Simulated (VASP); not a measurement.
# EuO (Fm-3m) in VASP: a series of runs, part 2 of 2

VASP 6.6.1. The steps go on from the part before.

## Step 3: Electric field gradients, PBE, collinear spin, ferromagnetic start (16.67 Å³/atom)

This run uses another cell than the first one, of 16.67 Å³/atom.

Input file INCAR:

```
  ALGO = Normal
  EDIFF = 1E-8
  ENCUT = 520
  GGA = PE
  GGA_COMPAT = False
  ISIF = 2
  ISMEAR = -1
  ISPIN = 2
  LASPH = True
  LCHARG = False
  LEFG = True
  LMAXMIX = 6
  LORBIT = 11
  LREAL = False
  LWAVE = False
  MAGMOM = 7 0
  NBANDS = 22
  NELM = 200
  PREC = Accurate
  SIGMA = 0.03
```

Input file KPOINTS:

```
k-points
0
Gamma
  14 14 14
```

Input file POSCAR:

```
EuO
1.0
    0.0000000000      2.5546880705      2.5546880705
    2.5546880705      0.0000000000      2.5546880705
    2.5546880705      2.5546880705      0.0000000000
Eu O
1 1
Direct
    0.0000000000      0.0000000000      0.0000000000
    0.5000000000      0.5000000000      0.5000000000
```

Potentials or basis: VASP PAW PBE potentials, release 64 (Eu, O).

On the command line:

```sh
cat potpaw_PBE.64/Eu/POTCAR potpaw_PBE.64/O/POTCAR > POTCAR
mpirun -np 1 vasp_std > vasp.out
```

OUTCAR:

```text
EDIFF = 1E-8
   ENCUT = 520
   GGA = PE
   ISIF = 2
   ISMEAR = -1
   ISPIN = 2
   LASPH = True
   LORBIT = 11
   LREAL = False
   NELM = 200
   PREC = Accurate

 ion  position               nearest neighbor table
   1  0.000  0.000  0.000-   2 2.55   2 2.55   2 2.55   2 2.55   2 2.55   2 2.55
   2  0.500  0.500  0.500-   1 2.55   1 2.55   1 2.55   1 2.55   1 2.55   1 2.55

  LATTYP: Found a face centered cubic cell.
 ALAT       =     5.1093761410

  Lattice vectors:

 A1 = (   0.0000000000,   2.5546880705,   2.5546880705)
 A2 = (   2.5546880705,   0.0000000000,   2.5546880705)
 A3 = (   2.5546880705,   2.5546880705,   0.0000000000)

Analysis of symmetry for initial positions (statically):
=====================================================================
 Subroutine PRICEL returns:
 Original cell was already a primitive cell.

 Routine SETGRP: Setting up the symmetry group for a
 face centered cubic supercell.

 Subroutine GETGRP returns: Found 48 space group operations
 (whereof 48 operations were pure point group operations)
 out of a pool of 48 trial point group operations.

The static configuration has the point symmetry O_h .

Analysis of symmetry for dynamics (positions and initial velocities):
=====================================================================
 Subroutine PRICEL returns:
 Original cell was already a primitive cell.

 Routine SETGRP: Setting up the symmetry group for a
 face centered cubic supercell.

 Subroutine GETGRP returns: Found 48 space group operations
 (whereof 48 operations were pure point group operations)
 out of a pool of 48 trial point group operations.

The dynamic configuration has the point symmetry O_h .

Analysis of structural, dynamic, and magnetic symmetry:
=====================================================================
 Subroutine PRICEL returns:
 Original cell was already a primitive cell.

 Routine SETGRP: Setting up the symmetry group for a
 face centered cubic supercell.

 Subroutine GETGRP returns: Found 48 space group operations
 (whereof 48 operations were pure point group operations)
 out of a pool of 48 trial point group operations.

The overall configuration has the point symmetry O_h .

 Subroutine INISYM returns: Found 48 space group operations
 (whereof 48 operations are pure point group operations),
 and found     1 'primitive' translations

----------------------------------------------------------------------------------------

                                     Primitive cell

  volume of cell :      33.3460

  direct lattice vectors                    reciprocal lattice vectors
     0.000000000  2.554688071  2.554688071    -0.195718611  0.195718611  0.195718611
     2.554688071  0.000000000  2.554688071     0.195718611 -0.195718611  0.195718611
     2.554688071  2.554688071  0.000000000     0.195718611  0.195718611 -0.195718611

  length of vectors
     3.612874517  3.612874517  3.612874517     0.338994578  0.338994578  0.338994578

[... 110 lines left out ...]
   LRPA    =     F    only Hartree local field effects (RPA)
 spin polarized calculation
  energy-cutoff  :      520.00
  volume of cell :       33.35
 maximum number of plane-waves:       934
   NGX = 13   NGY = 13   NGZ = 13

 number of electron      22.9999991 magnetization       6.9643359

 Free energy of the ion-electron system (eV)
  ---------------------------------------------------
  ext. energy  EPLUGINS =         0.00000000
  ---------------------------------------------------
  free energy    TOTEN  =       -22.03262687 eV

  energy without entropy =      -22.02869515  energy(sigma->0) =      -22.03066101

 E-fermi :   4.8367     XC(G=0): -10.9734

 val. band max:        4.8244416410   @ k =  -0.0714   0.0714   0.0000
 cond. band min:       4.8436906949   @ k =   0.4286   0.3571   0.0000
 fundamental gap:      0.0192490539
 Fermi energy:         4.8366926456

 spin component 1

 k-point     1 :       0.0000    0.0000    0.0000
  band No.  band energies     occupation
      1     -36.6875      1.00000
      2     -15.0639      1.00000
      3     -15.0639      1.00000
      4     -15.0639      1.00000
      5     -13.9809      1.00000
      6       0.9024      1.00000
[... 589 lines left out ...]
     21      11.0278      0.00000
     22      17.3516      0.00000

 [... further k-points ...]

 spin component 2

 k-point     1 :       0.0000    0.0000    0.0000
  band No.  band energies     occupation
      1     -33.6416      1.00000
      2     -14.0590      1.00000
      3     -12.7654      1.00000
      4     -12.7654      1.00000
      5     -12.7654      1.00000
      6       0.9787      1.00000
[... 589 lines left out ...]
     21      12.0930      0.00000
     22      19.0300      0.00000

 [... further k-points ...]

------------------------ aborting loop because EDIFF is reached ----------------------------------------

  FORCE on cell =-STRESS in cart. coord.  units (eV):
  Direction    XX          YY          ZZ          XY          YZ          ZX
  --------------------------------------------------------------------------------------
  -------------------------------------------------------------------------------------
  Total       -0.5847623     -0.5847623     -0.5847623     -0.0000000     -0.0000000      0.0000000
  in kB      -28.0961164    -28.0961164    -28.0961164     -0.0000000     -0.0000000      0.0000000
  external PRESSURE =     -28.0961164 kB  Pullay stress =       0.0000000 kB

 VOLUME and BASIS-vectors are now :
 -----------------------------------------------------------------------------
  energy-cutoff  :      520.00
  volume of cell :       33.35
      direct lattice vectors                 reciprocal lattice vectors
     0.000000000  2.554688071  2.554688071    -0.195718611  0.195718611  0.195718611
     2.554688071  0.000000000  2.554688071     0.195718611 -0.195718611  0.195718611
     2.554688071  2.554688071  0.000000000     0.195718611  0.195718611 -0.195718611

 POSITION                                       TOTAL-FORCE (eV/Angst)
 -----------------------------------------------------------------------------------
      0.00000      0.00000      0.00000         0.000000      0.000000      0.000000
      2.55469      2.55469      2.55469        -0.000000     -0.000000     -0.000000
 -----------------------------------------------------------------------------------
    total drift:                                0.000000      0.000000      0.000000

  FREE ENERGIE OF THE ION-ELECTRON SYSTEM (eV)
  ---------------------------------------------------
  free  energy   TOTEN  =       -22.0326268678 eV

  energy  without entropy=      -22.0286951465  energy(sigma->0) =      -22.03066101

 Electric field gradients (V/A^2)
---------------------------------------------------------------------
 ion       V_xx      V_yy      V_zz      V_xy      V_xz      V_yz
---------------------------------------------------------------------
   1       0.000     0.000    -0.000    -0.000    -0.000    -0.000
   2      -0.000     0.000     0.000    -0.001    -0.001    -0.001
---------------------------------------------------------------------

 Electric field gradients after diagonalization (V/A^2)
 (convention: |V_zz| > |V_xx| > |V_yy|)
----------------------------------------------------------------------
 ion       V_xx      V_yy      V_zz     asymmetry (V_yy - V_xx)/ V_zz
----------------------------------------------------------------------
   1       0.000     0.000    -0.000       0.000
   2       0.001     0.001    -0.002       0.000
----------------------------------------------------------------------

           NMR quadrupolar parameters

 Cq : quadrupolar parameter    Cq=e*Q*V_zz/h
 eta: asymmetry parameters     (V_yy - V_xx)/ V_zz
 Q  : nuclear electric quadrupole moment in mb (millibarn)
----------------------------------------------------------------------
 ion       Cq(MHz)       eta       Q (mb)
----------------------------------------------------------------------
   1      -0.000       0.000       1.000
   2      -0.000       0.000       1.000
----------------------------------------------------------------------

 total charge

# of ion       s       p       d       f       tot
--------------------------------------------------
    1        2.031   5.766   0.405   6.610  14.812
    2        1.555   3.399   0.000   0.000   4.954
--------------------------------------------------
tot          3.587   9.165   0.405   6.610  19.766

 magnetization (x)

# of ion       s       p       d       f       tot
--------------------------------------------------
    1       -0.012  -0.106   0.146   6.556   6.584
    2       -0.004  -0.093   0.000   0.000  -0.097
--------------------------------------------------
tot         -0.016  -0.199   0.146   6.556   6.487
```

OSZICAR:

```text
N       E                     dE             d eps       ncg     rms          rms(c)
DAV:   1     0.143913939371E+03    0.14391E+03   -0.89685E+03 12738   0.501E+03
[... 11 lines left out ...]
DAV:  13    -0.220326380436E+02    0.81746E-04   -0.12614E-03 15394   0.615E-01    0.894E-02
DAV:  14    -0.220326271534E+02    0.10890E-04   -0.58819E-05 15676   0.811E-02    0.527E-02
DAV:  15    -0.220326259542E+02    0.11992E-05   -0.95530E-06 15452   0.351E-02    0.367E-02
DAV:  16    -0.220326273199E+02   -0.13657E-05   -0.17443E-06 14710   0.128E-02    0.186E-02
DAV:  17    -0.220326269627E+02    0.35718E-06   -0.11052E-06 14118   0.203E-02    0.940E-03
DAV:  18    -0.220326268716E+02    0.91095E-07   -0.26680E-07 15432   0.733E-03    0.561E-03
DAV:  19    -0.220326268678E+02    0.37912E-08   -0.11945E-08 10314   0.865E-04
   1 F= -.22032627E+02 E0= -.22030661E+02  d E =-.393172E-02  mag=     6.9643
```

stdout:

```text
POSCAR found type information on POSCAR EuO
 POSCAR found :  2 types and       2 ions
 scaLAPACK will be used
 LDA part: xc-table for (Slater+PW92), standard interpolation
 POSCAR, INCAR and KPOINTS ok, starting setup
 FFT: planning ... GRIDC
 FFT: planning ... GRID_SOFT
 FFT: planning ... GRID
 WAVECAR not read
 entering main loop
ion   1

ion   2
```

It took 7.3 min on 1 thread of Oxide Virtual Turin-like, shared host; peak memory 0.25 GiB.

What came out:

```
Free energy                                           : -22.0326 eV
Pressure                                              : -2.8 GPa
Band gap on the k mesh                                : zero (filled and empty bands overlap)
Net moment                                            : 6.96 μB per cell
Site moments                                          : Eu +6.58; O -0.10 μB
Largest electric field gradient by atom               : under 0.05 V/Å² on every atom
Valence electrons inside the program's atomic spheres : Eu 14.81; O 4.95
```

Caveat: spin-orbit coupling is left out, which moves the levels of the heavy elements; a cell with one magnetic atom can't hold antiferromagnetic order, which such compounds often take; semilocal functionals describe open f shells poorly, which spoils levels, moments and volumes. The state reached can hang on the start; a lower one may exist.
